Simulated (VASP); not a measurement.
# Te in VASP: a series of runs

The runs below take Te through single point, relaxation of cell and atoms, with PBE.

Program: VASP 6.6.1. These are calculated values, not measurements. Logs are shortened: lines on timing, memory, paths and dates and some standing lists are left out, and cuts for length are marked.

## (1) The cell of the first run

Symmetry: Cmmm, No. 65, orthorhombic system. The conventional cell has a = 4.664 Å, b = 4.758 Å, c = 2.981 Å, α = 90.00°, β = 90.00°, γ = 90.00°. Te (site symmetry mmm) has 6 Te at 2.98 to 3.33 Å within 3.9 Å.

The cell was generated, and may not be a known phase.

## (2) Single point, PBE

The input, INCAR:

```
ALGO = Normal
EDIFF = 1E-7
ENCUT = 520
GGA = PE
ISIF = 2
ISMEAR = 0
LASPH = True
LCHARG = True
LELF = True
LREAL = False
LVHAR = True
LWAVE = False
NBANDS = 9
NELM = 80
PREC = Accurate
SIGMA = 0.1
```

The input, KPOINTS:

```
k-points
0
Gamma
  6 6 6
```

The input, POSCAR:

```
Te
1.0
    2.3318043715     -2.3790379351      0.0000000000
    2.3318043715      2.3790379351      0.0000000000
    0.0000000000      0.0000000000      2.9814924069
Te
1
Direct
    0.5000000000      0.5000000000      0.5000000000
```

Potentials or basis: VASP PAW PBE potentials, release 64 (Te).

Launch:

```bash
> cat potpaw_PBE.64/Te/POTCAR > POTCAR
> mpirun -np 1 vasp_std > vasp.out
```

OUTCAR:

```text
EDIFF = 1E-7
   ENCUT = 520
   GGA = PE
   ISIF = 2
   ISMEAR = 0
   LASPH = True
   LREAL = False
   NELM = 80
   PREC = Accurate

 ion  position               nearest neighbor table
   1  0.500  0.500  0.500-

  LATTYP: Found a base centered orthorhombic cell.
 ALAT       =     4.6636087430
 B/A-ratio  =     1.0202562291
 C/A-ratio  =     0.6393101504

  Lattice vectors:

 A1 = (   2.3318043715,  -2.3790379351,   0.0000000000)
 A2 = (   2.3318043715,   2.3790379351,   0.0000000000)
 A3 = (   0.0000000000,   0.0000000000,   2.9814924069)

Analysis of symmetry for initial positions (statically):
=====================================================================
 Subroutine PRICEL returns:
 Original cell was already a primitive cell.

 Routine SETGRP: Setting up the symmetry group for a
 base centered orthorhombic supercell.

 Subroutine GETGRP returns: Found  8 space group operations
 (whereof  8 operations were pure point group operations)
 out of a pool of  8 trial point group operations.

The static configuration has the point symmetry D_2h.

Analysis of symmetry for dynamics (positions and initial velocities):
=====================================================================
 Subroutine PRICEL returns:
 Original cell was already a primitive cell.

 Routine SETGRP: Setting up the symmetry group for a
 base centered orthorhombic supercell.

 Subroutine GETGRP returns: Found  8 space group operations
 (whereof  8 operations were pure point group operations)
 out of a pool of  8 trial point group operations.

The dynamic configuration has the point symmetry D_2h.

 Subroutine INISYM returns: Found  8 space group operations
 (whereof  8 operations are pure point group operations),
 and found     1 'primitive' translations

----------------------------------------------------------------------------------------

                                     Primitive cell

  volume of cell :      33.0794

  direct lattice vectors                    reciprocal lattice vectors
     2.331804372 -2.379037935  0.000000000     0.214426221 -0.210168990  0.000000000
     2.331804372  2.379037935  0.000000000     0.214426221  0.210168990  0.000000000
     0.000000000  0.000000000  2.981492407     0.000000000  0.000000000  0.335402498

  length of vectors
     3.331235975  3.331235975  2.981492407     0.300249244  0.300249244  0.335402498

  position of ions in fractional coordinates (direct lattice)
     0.500000000  0.500000000  0.500000000

  ion indices of the primitive-cell ions
   primitive index   ion index
                 1           1

----------------------------------------------------------------------------------------

 KPOINTS: k-points

Automatic generation of k-mesh.
 Grid dimensions read from file:
 generate k-points for:    6    6    6

 Generating k-lattice:

  Cartesian coordinates                     Fractional coordinates (reciprocal lattice)
     0.035737704 -0.035028165  0.000000000     0.166666667  0.000000000  0.000000000
     0.035737704  0.035028165  0.000000000     0.000000000  0.166666667  0.000000000
     0.000000000  0.000000000  0.055900416     0.000000000  0.000000000  0.166666667

  Length of vectors
     0.050041541  0.050041541  0.055900416

  Shift w.r.t. Gamma in fractional coordinates (k-lattice)
     0.000000000  0.000000000  0.000000000

 Subroutine IBZKPT returns following result:
 ===========================================

 Found     52 irreducible k-points:

 Following reciprocal coordinates:
            Coordinates               Weight
  0.000000  0.000000  0.000000      1.000000
  0.166667  0.000000  0.000000      4.000000
  0.333333 -0.000000  0.000000      4.000000
  0.500000 -0.000000  0.000000      2.000000
  0.166667  0.166667  0.000000      2.000000
  0.333333  0.166667  0.000000      4.000000
[... 16 lines left out ...]
  0.333333  0.333333  0.166667      4.000000
  0.500000  0.333333  0.166667      8.000000
 [... further k-points ...]
   k-points           NKPTS =     52   k-points in BZ     NKDIM =     52   number of bands    NBANDS=      9
   number of dos      NEDOS =    301   number of ions     NIONS =      1
   total plane-waves  NPLWV =  18816
   dimension x,y,z NGX =    28 NGY =   28 NGZ =   24
   dimension x,y,z NGXF=    56 NGYF=   56 NGZF=   48
   ions per type =               1
   NGX,Y,Z   is equivalent  to a cutoff of  13.97, 13.97, 13.38 a.u.
   NGXF,Y,Z  is equivalent  to a cutoff of  27.95, 27.95, 26.76 a.u.
 SYSTEM =  unknown system
   PREC   = accura    normal or accurate (medium, high low for compatibility)
   ISTART =      0    job   : 0-new  1-cont  2-samecut
   ICHARG =      2    charge: 1-file 2-atom 10-const
   ISPIN  =      1    spin polarized calculation?
   LNONCOLLINEAR =      F non collinear calculations
   LSORBIT =      F    spin-orbit coupling
   LASPH  =      T    aspherical Exc in radial PAW
   ENCUT  =  520.0 eV  38.22 Ry    6.18 a.u.   6.19  6.19  5.54*2*pi/ulx,y,z
   NELM   =     80;   NELMIN=  2; NELMDL= -5     # of ELM steps
   EDIFF  = 0.1E-06   stopping-criterion for ELM
   LREAL  =      F    real-space projection
   EDIFFG = 0.1E-05   stopping-criterion for IOM
   NSW    =      0    number of steps for IOM
   IBRION =     -1    ionic relax: 0-MD 1-quasi-New 2-CG
   NFREE  =      0    steps in history (QN), initial steepest desc. (CG)
   ISIF   =      2    stress and relaxation
   ISYM   =      2    0-nonsym 1-usesym 2-fastsym
   POTIM  = 0.5000    time-step for ionic-motion
   TEBEG  =    0.0;   TEEND  =   0.0 temperature during run
   PSTRESS=    0.0 pullay stress
   NELECT =       6.0000    total number of electrons
   NUPDOWN=      -1.0000    fix difference up-down
   EMIN   =  10.00;   EMAX   =-10.00  energy-range for DOS
   EFERMI =   0.00;   METHOD = LEGACY
   ISMEAR =     0;   SIGMA  =   0.10  broadening in eV -4-tet -1-fermi 0-gaus
   EFERMI_NEDOS =   21; number of points for ismear=-14 and -15
   IALGO  =     38    algorithm
   IMIX   =      4    mixing-type and parameters
     AMIX     =   0.40;   BMIX     =  1.00
     AMIX_MAG =   1.60;   BMIX_MAG =  1.00
  volume/ion in A,a.u.               =      33.08       223.23
  Fermi-wavevector in a.u.,A,eV,Ry     =   0.926701  1.751211 11.684334  0.858774
  Thomas-Fermi vector in A             =   2.052691
   LORBIT       =      0    0 simple, 1 ext, 2 COOP (PROOUT), +10 PAW based schemes
   GGA     = PE    functional components
   LHFCALC =     F    Hartree Fock is set to
   AEXX    =    0.0000 exact exchange contribution
   IVDW    =     0    specifies the selected vdW correction
   LEPSILON=     F    determine dielectric tensor
   LRPA    =     F    only Hartree local field effects (RPA)
 non-spin polarized calculation
 Gauss-broadening in eV      SIGMA  =   0.10
  energy-cutoff  :      520.00
  volume of cell :       33.08
 maximum number of plane-waves:       920
 NGX is ok and might be reduce to    28

 number of electron       6.0000000 magnetization

 Free energy of the ion-electron system (eV)
  ---------------------------------------------------
  ext. energy  EPLUGINS =         0.00000000
  ---------------------------------------------------
  free energy    TOTEN  =        -3.00107642 eV

  energy without entropy =       -2.99934057  energy(sigma->0) =       -3.00020850

 E-fermi :   6.3762     XC(G=0):  -9.2207

 val. band max:        6.1721474081   @ k =  -0.1667   0.1667   0.3333
 cond. band min:       6.4191163479   @ k =  -0.1667   0.1667   0.1667
 fundamental gap:      0.2469689398
 Fermi energy:         6.3761710800

 k-point     1 :       0.0000    0.0000    0.0000
  band No.  band energies     occupation
      1      -7.3710      2.00000
      2       6.5320      0.02755
      3       6.6124      0.00084
      4       9.2532      0.00000
      5      11.4895      0.00000
      6      11.8237      0.00000
      7      14.2686      0.00000
      8      22.1964      0.00000
      9      22.8019      0.00000

 k-point     2 :       0.1667    0.0000    0.0000
  band No.  band energies     occupation
      1      -7.1118      2.00000
      2       4.3780      2.00000
      3       6.7977      0.00000
      4       9.4790      0.00000
      5      11.9423      0.00000
      6      14.2660      0.00000
      7      14.7967      0.00000
      8      19.3431      0.00000
      9      20.9708      0.00000

 k-point     3 :       0.3333   -0.0000    0.0000
  band No.  band energies     occupation
      1      -6.4759      2.00000
      2       1.6855      2.00000
      3       7.3150      0.00000
      4       9.9954      0.00000
      5      12.7571      0.00000
      6      15.2581      0.00000
      7      16.9081      0.00000
      8      17.5360      0.00000
      9      19.5788      0.00000

 k-point     4 :       0.5000   -0.0000    0.0000
  band No.  band energies     occupation
      1      -6.0606      2.00000
      2       0.5358      2.00000
      3       7.6211      0.00000
      4      10.2985      0.00000
      5      13.4447      0.00000
      6      15.9271      0.00000
      7      16.0553      0.00000
      8      16.4114      0.00000
      9      18.6226      0.00000
[... 205 lines left out ...]
 k-point    22 :      -0.1667    0.1667    0.1667
  band No.  band energies     occupation
      1      -6.4308      2.00000
      2       5.0600      2.00000
      3       5.0733      2.00000
      4       6.4191      0.54363
      5      14.5286      0.00000
      6      15.2055      0.00000
      7      16.8583      0.00000
      8      17.5479      0.00000
      9      18.2429      0.00000

 k-point    23 :       0.3333    0.3333    0.1667
  band No.  band energies     occupation
      1      -5.1402      2.00000
      2       2.9160      2.00000
      3       2.9605      2.00000
      4       7.5850      0.00000
      5      11.2006      0.00000
      6      15.7917      0.00000
      7      16.1495      0.00000
      8      19.7092      0.00000
      9      20.8515      0.00000

 k-point    24 :       0.5000    0.3333    0.1667
  band No.  band energies     occupation
      1      -4.7358      2.00000
      2       1.8300      2.00000
      3       3.3746      2.00000
      4       7.9312      0.00000
      5       9.9957      0.00000
      6      15.0310      0.00000
      7      16.5295      0.00000
      8      20.1841      0.00000
      9      20.9598      0.00000

 [... further k-points ...]
[... 5 lines left out ...]
  --------------------------------------------------------------------------------------
  -------------------------------------------------------------------------------------
  Total        0.0436969     -0.0315462      0.0043338      0.0000000      0.0000000      0.0000000
  in kB        2.1164295     -1.5279184      0.2099029      0.0000000      0.0000000      0.0000000
  external PRESSURE =       0.2661380 kB  Pullay stress =       0.0000000 kB

 VOLUME and BASIS-vectors are now :
 -----------------------------------------------------------------------------
  energy-cutoff  :      520.00
  volume of cell :       33.08
      direct lattice vectors                 reciprocal lattice vectors
     2.331804372 -2.379037935  0.000000000     0.214426221 -0.210168990  0.000000000
     2.331804372  2.379037935  0.000000000     0.214426221  0.210168990  0.000000000
     0.000000000  0.000000000  2.981492407     0.000000000  0.000000000  0.335402498

 POSITION                                       TOTAL-FORCE (eV/Angst)
 -----------------------------------------------------------------------------------
      2.33180      0.00000      1.49075         0.000000     -0.000000      0.000000
 -----------------------------------------------------------------------------------
    total drift:                                0.000000      0.000000      0.000000

  FREE ENERGIE OF THE ION-ELECTRON SYSTEM (eV)
  ---------------------------------------------------
  free  energy   TOTEN  =        -3.0010764245 eV

  energy  without entropy=       -2.9993405714  energy(sigma->0) =       -3.00020850
```

It took 5.3 s on 1 thread of Intel Xeon 6975P-C (Granite Rapids), shared host; peak memory 0.15 GiB.

What came out:

| Property | Result |
| --- | --- |
| Free energy | -3.0011 eV |
| Pressure | 0.0 GPa |
| Band gap on the k mesh | zero (bands 3 and 4 overlap by 4.53 eV) |

Caveat: spin-orbit coupling is left out, which moves the levels of the heavy elements.

## (3) Single point, PBE

This run uses another cell than the first one: it holds 4 atoms, not 1.

The input, INCAR:

```
ALGO = Normal ; EDIFF = 1E-7
ENCUT = 520 ; GGA = PE
ISIF = 2 ; ISMEAR = 0
LASPH = T ; LCHARG = F
LREAL = F ; LWAVE = F
NBANDS = 20 ; NELM = 100
PREC = Accurate ; SIGMA = 0.2
```

The input, KPOINTS:

```
k-points
0
Gamma
  6 4 4
```

The input, POSCAR:

```
Te
1.0
   -2.3871161525      2.3842841183     -0.0058208730
    0.0093889352      0.0208107271     -6.1842252128
   -4.5140820326     -4.5047006392      0.0201185346
Te
4
Direct
    0.5003127566      0.7500727496      0.7499962864
    0.4997274526      0.2499912633      0.7499946322
    0.5001811230      0.7499858256      0.2500066232
    0.4997786677      0.2499501614      0.2500024581
```

Potentials or basis: VASP PAW PBE potentials, release 64 (Te).

Launch:

```bash
> cat potpaw_PBE.64/Te/POTCAR > POTCAR
> mpirun -np 1 vasp_std > vasp.out
```

Run time: 45 s. Hardware: 1 thread of Intel Xeon 6975P-C (Granite Rapids), shared host; peak memory 0.28 GiB.

It converged, with:

- Free energy: -12.3878 eV
- Pressure: -0.1 GPa
- Band gap on the k mesh: zero (bands 12 and 13 overlap by 3.02 eV)

Forces in eV/Å, atoms in the order of the input:
```
Te   0.001 -0.001  0.002
Te  -0.001  0.001 -0.001
Te   0.000  0.000  0.000
Te   0.000  0.000 -0.001
```

Levels at points of the mesh, in eV from the Fermi level:
```tsv
k point	band 10	band 11	band 12	band 13	band 14	band 15
(0.00, 0.00, 0.00)	1.34	1.56	1.83	2.10	2.32	2.99
(0.50, 0.00, 0.00)	-3.47	-2.99	-2.16	2.27	2.31	2.32
(0.00, 0.50, 0.00)	-1.14	0.88	0.88	2.05	2.05	2.26
(0.50, 0.50, 0.00)	-3.20	-1.58	-1.58	-0.07	-0.06	3.01
(0.00, 0.00, 0.50)	-1.11	0.78	0.78	2.42	2.42	2.71
(0.50, 0.00, 0.50)	-3.03	-1.82	-1.82	-0.03	-0.03	3.11
(0.00, 0.50, 0.50)	-2.03	-1.98	-1.98	1.48	1.48	1.49
(0.50, 0.50, 0.50)	-1.26	-1.22	-1.22	-0.80	-0.80	-0.75
```

Caveat: spin-orbit coupling is left out, which moves the levels of the heavy elements.

## (4) Relaxation of cell and atoms, PBE

The input, INCAR:

```
PREC = Accurate
ENCUT = 600
EDIFF = 1E-7
ISMEAR = 0
SIGMA = 0.1
LREAL = F
LASPH = T
NELM = 100
ALGO = Normal
ISIF = 3
LWAVE = F
LCHARG = F
GGA = PE
IBRION = 2
NSW = 100
EDIFFG = -0.01
```

The input, KPOINTS:

```
regular mesh
0
Gamma
  16 16 18
```

The input, POSCAR:

```
Te
1.0
    2.3318043715     -2.3790379351      0.0000000000
    2.3318043715      2.3790379351      0.0000000000
    0.0000000000      0.0000000000      2.9814924069
Te
1
Direct
    0.5000000000      0.5000000000      0.5000000000
```

Launch:

```bash
> cat potpaw_PBE.64/Te/POTCAR > POTCAR
> mpirun -np 1 vasp_std > vasp.out
```

Run time: 5.1 min. Hardware: 1 thread of Intel Xeon 6975P-C (Granite Rapids), shared host; peak memory 0.34 GiB.

It converged, with:

```yaml
Free_energy: -3.1013 eV
Relaxed_volume: 32.75 Å³/atom
Relaxed_cell: a = 3.214 Å, b = 3.214 Å, c = 3.171 Å, α = 90.00°, β = 90.00°, γ = 90.01°
Space_group_after_relaxing_to_0.1_Å: Pm-3m (No. 221)
Energy_gained_by_relaxing: 61.4 meV/atom
Ionic_steps: 8
Pressure_after_relaxing: 0.0 GPa
Band_gap_on_the_k_mesh: zero (bands 3 and 4 overlap by 5.42 eV)
```

The path:
```
step  energy change (eV)  largest force (eV/Å)  pressure (GPa)  volume (Å³)
   1              0.0000                0.0000            0.73        33.08
   2             -0.0564                0.0000           -1.35        33.73
   3             -0.0565                0.0000           -1.37        33.74
   4             -0.0607                0.0000            0.51        32.42
   5             -0.0613                0.0000            0.00        32.75
   6             -0.0613                0.0000            0.00        32.75
   7             -0.0614                0.0000            0.01        32.75
   8             -0.0614                0.0000            0.01        32.75
```

Final structure:
```yaml
crystal:
  lattice:
    - [2.27228, -2.27249, 0.00000]
    - [2.27228, 2.27249, 0.00000]
    - [0.00000, 0.00000, 3.17103]
  atoms:
    - { symbol: Te, position: [0.50000, 0.50000, 0.50000] }
```

Levels at points of the mesh, in eV from the Fermi level:
```csv
k point,band 1,band 2,band 3,band 4,band 5,band 6,band 7
"(0.00, 0.00, 0.00)",-13.58,1.10,1.10,1.40,6.00,6.06,6.56
"(0.50, 0.00, 0.00)",-11.91,-5.90,2.42,2.72,7.81,9.44,9.79
"(0.50, 0.50, 0.00)",-10.22,-4.37,-4.37,2.20,3.98,10.89,12.63
"(0.00, 0.00, 0.50)",-11.77,-5.97,2.53,2.53,7.86,9.41,9.62
"(0.50, 0.00, 0.50)",-10.07,-4.47,-4.26,2.21,3.80,10.81,12.23
"(0.50, 0.50, 0.50)",-8.28,-3.09,-2.87,-2.87,4.44,4.44,4.57
```

Caveat: spin-orbit coupling is left out, which moves the levels of the heavy elements.

## (5) The runs side by side

| task | cell | k mesh | cutoff (eV) | smearing | gap on the mesh (eV) | pressure (GPa) |
| --- | --- | --- | --- | --- | --- | --- |
| single point | a = 3.331, b = 3.331, c = 2.981 Å, angles 90.0, 90.0, 91.1°, 1 atom, atomic positions A | 6 × 6 × 6 | 520 | gaussian 0.1 eV | none | 0.0 |
| single point | a = 3.374, b = 6.184, c = 6.377 Å, angles 90.4, 89.9, 89.8°, 4 atoms, atomic positions B | 6 × 4 × 4 | 520 | gaussian 0.2 eV | none | -0.1 |
| relaxation of cell and atoms | relaxed from a = 3.331, b = 3.331, c = 2.981 Å, angles 90.0, 90.0, 91.1°, 1 atom, atomic positions A | 16 × 16 × 18 | 600 | gaussian 0.1 eV | none | 0.0 |

Alike in all rows: level PBE; potentials or basis VASP PAW PBE potentials, release 64 (Te); no spin polarisation.

Caveats: spin-orbit coupling is left out, which moves the levels of the heavy elements.

Absolute energies hang on the potentials; compare differences alone.

The gap in the log of VASP goes by the Fermi energy; the results here count the filled bands.